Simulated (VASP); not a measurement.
# BN (P-4m2) in VASP: further runs

The runs below take BN through single point, with r2SCAN.

Program: VASP 6.6.1. These are calculated values, not measurements. Logs are shortened: lines on timing, memory, paths and dates and some standing lists are left out, and cuts for length are marked.

**1. The cell of the first run**

It takes space group P-4m2 (No. 115, tetragonal). Conventional cell: a = 2.564 Å, b = 2.564 Å, c = 3.626 Å, α = 90.00°, β = 90.00°, γ = 90.00°. Within 2.0 Å of B (site symmetry 2mm) lie 4 N at 1.51 to 1.63 Å. Within 2.0 Å of N (site symmetry -4m2) lie 4 B at 1.51 Å. N (site symmetry -4m2) has 4 B at 1.63 Å within 2.2 Å.

**2. Single point, r2SCAN (mode 12 (1156.9 1/cm) frozen in, largest displacement +0.105 Å)**

The input, POSCAR:

```
BN
1.0
    0.0000000000     -1.8130010000     -1.8130010000
    0.0000000000      1.8130010000     -1.8130010000
    3.6260020000      0.0000000000      0.0000000000
B N
2 2
Direct
    0.5000000000      0.5000000000      0.4710424870
    0.0000000000      0.0000000000      0.0289575130
    0.0000000000      0.5000000000      0.2500000000
    0.5000000000      0.0000000000      0.7500000000
```

The input, INCAR.step1:

```
PREC     = Accurate       # precision mode
ENCUT    = 520            # plane-wave cutoff, eV
ISMEAR   = 0              # smearing method
SIGMA    = 0.05           # smearing width, eV
LREAL    = False          # projectors in reciprocal space
LASPH    = True           # aspherical terms in the spheres
NELM     = 100            # most SCF steps
NBANDS   = 16             # bands
GGA      = PE             # functional
ALGO     = Normal         # electronic algorithm
EDIFF    = 1E-4           # SCF threshold, eV
LWAVE    = True           # write WAVECAR
LCHARG   = False          # write CHGCAR
```

The input, INCAR.step2:

```
PREC     = Accurate       # precision mode
ENCUT    = 520            # plane-wave cutoff, eV
EDIFF    = 1E-6           # SCF threshold, eV
ISMEAR   = 0              # smearing method
SIGMA    = 0.05           # smearing width, eV
LREAL    = False          # projectors in reciprocal space
LASPH    = True           # aspherical terms in the spheres
NELM     = 100            # most SCF steps
ALGO     = Normal         # electronic algorithm
ISIF     = 2              # what is computed and relaxed
LWAVE    = False          # write WAVECAR
LCHARG   = True           # write CHGCAR
METAGGA  = R2SCAN         # meta-GGA
LMIXTAU  = True         
LELF     = True           # ELF
LVHAR    = True         
NBANDS   = 16             # bands
ISTART   = 1
```

The input, KPOINTS:

```
regular mesh
0
Gamma
  10 10 6
```

Potentials or basis: VASP PAW PBE potentials, release 64 (B, N).

The run is started by

```console
$ cat potpaw_PBE.64/B/POTCAR potpaw_PBE.64/N/POTCAR > POTCAR
$ cp INCAR.step1 INCAR
$ mpirun -np 1 vasp_std > vasp.out
$ cp INCAR.step2 INCAR
$ mpirun -np 1 vasp_std > vasp.out
```

OUTCAR:

```text
PREC = Accurate
   ENCUT = 520
   EDIFF = 1E-6
   ISMEAR = 0
   LREAL = False
   LASPH = True
   NELM = 100
   ISIF = 2
   METAGGA = R2SCAN
   ISTART = 1

 ion  position               nearest neighbor table
   1  0.500  0.500  0.471-   3 1.51   3 1.51   4 1.63   4 1.63
   2  0.000  0.000  0.029-   3 1.51   3 1.51   4 1.63   4 1.63
   3  0.000  0.500  0.250-   1 1.51   2 1.51   2 1.51   1 1.51
   4  0.500  0.000  0.750-   1 1.63   2 1.63   1 1.63   2 1.63

  LATTYP: Found a simple tetragonal cell.
 ALAT       =     2.5639706028
 C/A-ratio  =     1.4142135624

  Lattice vectors:

 A1 = (   0.0000000000,  -1.8130010000,  -1.8130010000)
 A2 = (   0.0000000000,   1.8130010000,  -1.8130010000)
 A3 = (   3.6260020000,   0.0000000000,   0.0000000000)

Analysis of symmetry for initial positions (statically):
=====================================================================
 Subroutine PRICEL returns:
 Original cell was already a primitive cell.

 Routine SETGRP: Setting up the symmetry group for a
 simple tetragonal supercell.

 Subroutine GETGRP returns: Found  8 space group operations
 (whereof  4 operations were pure point group operations)
 out of a pool of 16 trial point group operations.

The static configuration has the point symmetry C_2v.
 The point group associated with its full space group is D_2d.

Analysis of symmetry for dynamics (positions and initial velocities):
=====================================================================
 Subroutine PRICEL returns:
 Original cell was already a primitive cell.

 Routine SETGRP: Setting up the symmetry group for a
 simple tetragonal supercell.

 Subroutine GETGRP returns: Found  8 space group operations
 (whereof  4 operations were pure point group operations)
 out of a pool of 16 trial point group operations.

The dynamic configuration has the point symmetry C_2v.
 The point group associated with its full space group is D_2d.

 Subroutine INISYM returns: Found  8 space group operations
 (whereof  4 operations are pure point group operations),
 and found     1 'primitive' translations

----------------------------------------------------------------------------------------

                                     Primitive cell

  volume of cell :      23.8371

  direct lattice vectors                    reciprocal lattice vectors
     0.000000000 -1.813001000 -1.813001000     0.000000000 -0.275785838 -0.275785838
     0.000000000  1.813001000 -1.813001000     0.000000000  0.275785838 -0.275785838
     3.626002000  0.000000000  0.000000000     0.275785838  0.000000000  0.000000000

  length of vectors
     2.563970603  2.563970603  3.626002000     0.390020072  0.390020072  0.275785838

  position of ions in fractional coordinates (direct lattice)
     0.500000000  0.500000000  0.471042487
     0.000000000  0.000000000  0.028957513
     0.000000000  0.500000000  0.250000000
     0.500000000  0.000000000  0.750000000

  ion indices of the primitive-cell ions
   primitive index   ion index
                 1           1
                 2           2
                 3           3
                 4           4

----------------------------------------------------------------------------------------

 KPOINTS: regular mesh

Automatic generation of k-mesh.
 Grid dimensions read from file:
 generate k-points for:   10   10    6

 Generating k-lattice:

  Cartesian coordinates                     Fractional coordinates (reciprocal lattice)
     0.000000000 -0.027578584 -0.027578584     0.100000000  0.000000000  0.000000000
     0.000000000  0.027578584 -0.027578584     0.000000000  0.100000000  0.000000000
     0.045964306  0.000000000  0.000000000     0.000000000  0.000000000  0.166666667

  Length of vectors
     0.039002007  0.039002007  0.045964306

  Shift w.r.t. Gamma in fractional coordinates (k-lattice)
     0.000000000  0.000000000  0.000000000

 Subroutine IBZKPT returns following result:
 ===========================================

 Found     84 irreducible k-points:

 Following reciprocal coordinates:
            Coordinates               Weight
  0.000000  0.000000  0.000000      1.000000
  0.100000  0.000000  0.000000      4.000000
  0.200000  0.000000  0.000000      4.000000
  0.300000  0.000000  0.000000      4.000000
  0.400000  0.000000  0.000000      4.000000
  0.500000  0.000000  0.000000      2.000000
[... 16 lines left out ...]
  0.100000  0.000000  0.166667      8.000000
  0.200000  0.000000  0.166667      8.000000
 [... further k-points ...]
   k-points           NKPTS =     84   k-points in BZ     NKDIM =     84   number of bands    NBANDS=     16
   number of dos      NEDOS =    301   number of ions     NIONS =      4
   total plane-waves  NPLWV =  11200
   dimension x,y,z NGX =    20 NGY =   20 NGZ =   28
   dimension x,y,z NGXF=    40 NGYF=   40 NGZF=   56
   ions per type =               2   2
   NGX,Y,Z   is equivalent  to a cutoff of  12.97, 12.97, 12.84 a.u.
   NGXF,Y,Z  is equivalent  to a cutoff of  25.94, 25.94, 25.68 a.u.
 SYSTEM =  unknown system
   PREC   = accura    normal or accurate (medium, high low for compatibility)
   ISTART =      1    job   : 0-new  1-cont  2-samecut
   ICHARG =      0    charge: 1-file 2-atom 10-const
   ISPIN  =      1    spin polarized calculation?
   LNONCOLLINEAR =      F non collinear calculations
   LSORBIT =      F    spin-orbit coupling
   LASPH  =      T    aspherical Exc in radial PAW
   ENCUT  =  520.0 eV  38.22 Ry    6.18 a.u.   4.77  4.77  6.74*2*pi/ulx,y,z
   NELM   =    100;   NELMIN=  2; NELMDL=  0     # of ELM steps
   EDIFF  = 0.1E-05   stopping-criterion for ELM
   LREAL  =      F    real-space projection
   EDIFFG = 0.1E-04   stopping-criterion for IOM
   NSW    =      0    number of steps for IOM
   IBRION =     -1    ionic relax: 0-MD 1-quasi-New 2-CG
   NFREE  =      0    steps in history (QN), initial steepest desc. (CG)
   ISIF   =      2    stress and relaxation
   ISYM   =      2    0-nonsym 1-usesym 2-fastsym
   POTIM  = 0.5000    time-step for ionic-motion
   TEBEG  =    0.0;   TEEND  =   0.0 temperature during run
   PSTRESS=    0.0 pullay stress
   NELECT =      16.0000    total number of electrons
   NUPDOWN=      -1.0000    fix difference up-down
   EMIN   =  10.00;   EMAX   =-10.00  energy-range for DOS
   EFERMI =   0.00;   METHOD = LEGACY
   ISMEAR =     0;   SIGMA  =   0.05  broadening in eV -4-tet -1-fermi 0-gaus
   EFERMI_NEDOS =   21; number of points for ismear=-14 and -15
   IALGO  =     38    algorithm
   IMIX   =      4    mixing-type and parameters
     AMIX     =   0.40;   BMIX     =  1.00
     AMIX_MAG =   1.60;   BMIX_MAG =  1.00
  volume/ion in A,a.u.               =       5.96        40.22
  Fermi-wavevector in a.u.,A,eV,Ry     =   1.433387  2.708709 27.954506  2.054598
  Thomas-Fermi vector in A             =   2.552911
   LORBIT       =      0    0 simple, 1 ext, 2 COOP (PROOUT), +10 PAW based schemes
   METAGGA = R2SCAN    functional components
   LHFCALC =     F    Hartree Fock is set to
   AEXX    =    0.0000 exact exchange contribution
   IVDW    =     0    specifies the selected vdW correction
   LEPSILON=     F    determine dielectric tensor
   LRPA    =     F    only Hartree local field effects (RPA)
 non-spin polarized calculation
 Gauss-broadening in eV      SIGMA  =   0.05
  energy-cutoff  :      520.00
  volume of cell :       23.84
 maximum number of plane-waves:       664
 NGX is ok and might be reduce to    20
   NGX =  9   NGY =  9   NGZ = 13

 number of electron      16.0000000 magnetization

 Free energy of the ion-electron system (eV)
  ---------------------------------------------------
  ext. energy  EPLUGINS =         0.00000000
  ---------------------------------------------------
  free energy    TOTEN  =       -37.75827309 eV

  energy without entropy =      -37.75827309  energy(sigma->0) =      -37.75827309

 E-fermi :   7.7565     XC(G=0): -13.5984

 val. band max:        7.4686924258   @ k =   0.0000   0.0000   0.0000
 cond. band min:      10.2638018646   @ k =   0.5000   0.5000   0.0000
 fundamental gap:      2.7951094388
 Fermi energy:         7.7564779995

 k-point     1 :       0.0000    0.0000    0.0000
  band No.  band energies     occupation
      1     -14.3061      2.00000
      2      -8.2043      2.00000
      3      -2.1461      2.00000
      4       1.5534      2.00000
      5       1.5534      2.00000
      6       7.1969      2.00000
[... 8 lines left out ...]
     15      26.2458      0.00000
     16      26.2458      0.00000

 k-point     2 :       0.1000    0.0000    0.0000
  band No.  band energies     occupation
      1     -14.1438      2.00000
      2      -8.1581      2.00000
      3      -2.0050      2.00000
      4       0.8567      2.00000
      5       1.6838      2.00000
      6       6.6713      2.00000
[... 8 lines left out ...]
     15      25.7991      0.00000
     16      25.8931      0.00000

 k-point     3 :       0.2000    0.0000    0.0000
  band No.  band energies     occupation
      1     -13.6655      2.00000
      2      -8.1022      2.00000
      3      -1.5937      2.00000
      4      -0.5465      2.00000
      5       2.0563      2.00000
      6       4.9079      2.00000
[... 8 lines left out ...]
     15      24.6617      0.00000
     16      25.0815      0.00000

 k-point     4 :       0.3000    0.0000    0.0000
  band No.  band energies     occupation
      1     -12.9040      2.00000
      2      -8.2966      2.00000
      3      -1.6975      2.00000
      4      -0.8650      2.00000
      5       2.6055      2.00000
      6       2.9552      2.00000
[... 8 lines left out ...]
     15      23.2443      0.00000
     16      24.3710      0.00000
[... 324 lines left out ...]
 k-point    22 :       0.0000    0.0000    0.1667
  band No.  band energies     occupation
      1     -14.1034      2.00000
      2      -8.9433      2.00000
      3      -1.1999      2.00000
      4       1.7250      2.00000
      5       1.7250      2.00000
      6       6.5570      2.00000
[... 8 lines left out ...]
     15      25.5565      0.00000
     16      25.5565      0.00000

 k-point    23 :       0.1000    0.0000    0.1667
  band No.  band energies     occupation
      1     -13.9433      2.00000
      2      -8.8576      2.00000
      3      -1.2184      2.00000
      4       1.1497      2.00000
      5       1.8497      2.00000
      6       5.5261      2.00000
[... 8 lines left out ...]
     15      25.0860      0.00000
     16      25.1193      0.00000

 k-point    24 :       0.2000    0.0000    0.1667
  band No.  band energies     occupation
      1     -13.4724      2.00000
      2      -8.6626      2.00000
      3      -1.6425      2.00000
      4       0.4072      2.00000
      5       2.2040      2.00000
      6       3.7196      2.00000
[... 8 lines left out ...]
     15      24.0063      0.00000
     16      24.0817      0.00000

 [... further k-points ...]

------------------------ aborting loop because EDIFF is reached ----------------------------------------

  FORCE on cell =-STRESS in cart. coord.  units (eV):
  Direction    XX          YY          ZZ          XY          YZ          ZX
  --------------------------------------------------------------------------------------
  -------------------------------------------------------------------------------------
  Total       -0.9985382      0.4353067      0.4353067      0.0000000      0.0000000      0.0000000
  in kB      -67.1152404     29.2584810     29.2584810      0.0000000      0.0000000      0.0000000
  external PRESSURE =      -2.8660928 kB  Pullay stress =       0.0000000 kB

 VOLUME and BASIS-vectors are now :
 -----------------------------------------------------------------------------
  energy-cutoff  :      520.00
  volume of cell :       23.84
      direct lattice vectors                 reciprocal lattice vectors
     0.000000000 -1.813001000 -1.813001000     0.000000000 -0.275785838 -0.275785838
     0.000000000  1.813001000 -1.813001000     0.000000000  0.275785838 -0.275785838
     3.626002000  0.000000000  0.000000000     0.275785838  0.000000000  0.000000000

 POSITION                                       TOTAL-FORCE (eV/Angst)
 -----------------------------------------------------------------------------------
      1.70800      0.00000     -1.81300         5.499263      0.000000     -0.000000
      0.10500      0.00000      0.00000        -5.499263     -0.000000     -0.000000
      0.90650      0.90650     -0.90650         0.000000     -0.000000      0.000000
      2.71950     -0.90650     -0.90650         0.000000      0.000000      0.000000
 -----------------------------------------------------------------------------------
    total drift:                               -0.000000      0.000000     -0.000000

  FREE ENERGIE OF THE ION-ELECTRON SYSTEM (eV)
  ---------------------------------------------------
  free  energy   TOTEN  =       -37.7582730935 eV

  energy  without entropy=      -37.7582730935  energy(sigma->0) =      -37.75827309
```

Wall time 38 s (1 thread of Intel Xeon 6975P-C (Granite Rapids), shared host); peak memory 0.14 GiB.

What came out:

| Item | Value |
| --- | --- |
| Free energy | -37.7583 eV |
| Pressure | -0.3 GPa |
| Largest force | 5.499 eV/Å |
| Band gap on the k mesh | 2.80 eV, indirect (least direct gap 4.46 eV) |

Forces in eV/Å, atoms in the order of the input:
```
B    5.499  0.000  0.000
B   -5.499  0.000  0.000
N    0.000  0.000  0.000
N    0.000  0.000  0.000
```

Caveat: the cell differs from its parent crystal (mode 12 (1156.9 1/cm) frozen in, largest displacement +0.105 Å); the PAW data sets were made with another functional, which shifts forces and pressure a little. A k mesh can miss the band edges.

**3. Single point, r2SCAN (mode 12 (1156.9 1/cm) frozen in, largest displacement +0.075 Å)**

Changes to POSCAR since step 2:

```diff
@@ -8,4 +8,4 @@
 Direct
-    0.5000000000      0.5000000000      0.4710424870
-    0.0000000000      0.0000000000      0.0289575130
+    0.5000000000      0.5000000000      0.4793160622
+    0.0000000000      0.0000000000      0.0206839378
     0.0000000000      0.5000000000      0.2500000000
```

The input, INCAR.step1:

```
PREC = Accurate
ENCUT = 520
ISMEAR = 0
SIGMA = 0.05
LREAL = False
LASPH = True
NELM = 100
NBANDS = 16
GGA = PE
ALGO = Normal
EDIFF = 1E-4
LWAVE = True
LCHARG = False
```

The input, INCAR.step2:

```
PREC = Accurate
ENCUT = 520
EDIFF = 1E-7
ISMEAR = 0
SIGMA = 0.05
LREAL = False
LASPH = True
NELM = 100
ALGO = Normal
ISIF = 2
LWAVE = False
LCHARG = False
METAGGA = R2SCAN
LMIXTAU = True
NBANDS = 16
ISTART = 1
```

The input, KPOINTS:

```
Automatic mesh
0
Gamma
  10 10 6
```

Potentials or basis: VASP PAW PBE potentials, release 64 (B, N).

The run is started by

```console
$ cat potpaw_PBE.64/B/POTCAR potpaw_PBE.64/N/POTCAR > POTCAR
$ cp INCAR.step1 INCAR
$ mpirun -np 1 vasp_std > vasp.out
$ cp INCAR.step2 INCAR
$ mpirun -np 1 vasp_std > vasp.out
```

It took 56 s on 1 thread of Intel Xeon 6975P-C (Granite Rapids), shared host; peak memory 0.14 GiB.

The run converged. Its results:

| Quantity | Value |
| --- | --- |
| Free energy | -38.0423 eV |
| Pressure | -2.1 GPa |
| Largest force | 3.963 eV/Å |
| Band gap on the k mesh | 3.48 eV |

Forces in eV/Å, atoms in the order of the input:
```
B    3.963  0.000  0.000
B   -3.963  0.000  0.000
N    0.000  0.000  0.000
N    0.000  0.000  0.000
```

Stress tensor (GPa, compression positive):
```
-5.42  0.00  0.00
 0.00 -0.49  0.00
 0.00  0.00 -0.49
```

Levels at points of the mesh, in eV from the valence-band top:
```csv
k point,band 4,band 5,band 6,band 7,band 8,band 9,band 10,band 11,band 12,band 13
"(0.00, 0.00, 0.00)",-5.51,-5.51,-0.15,0.00,0.00,4.70,8.70,9.30,9.30,10.20
"(0.50, 0.00, 0.00)",-7.35,-6.15,-5.67,-3.40,-1.37,9.67,10.41,11.97,12.82,13.59
"(0.50, 0.50, 0.00)",-9.63,-5.67,-5.07,-5.07,-4.76,3.48,6.06,9.48,9.48,18.29
"(0.00, 0.00, 0.50)",-4.40,-4.40,-4.32,-2.23,-2.23,6.77,7.41,11.94,12.19,13.44
"(0.50, 0.00, 0.50)",-10.64,-3.29,-2.21,-2.06,-1.16,10.23,10.28,10.38,10.82,11.88
"(0.50, 0.50, 0.50)",-8.66,-6.91,-6.81,-6.81,-6.76,9.20,11.01,13.10,14.42,14.42
```

Caveat: the cell differs from its parent crystal (mode 12 (1156.9 1/cm) frozen in, largest displacement +0.075 Å); the PAW data sets were made with another functional, which shifts forces and pressure a little.
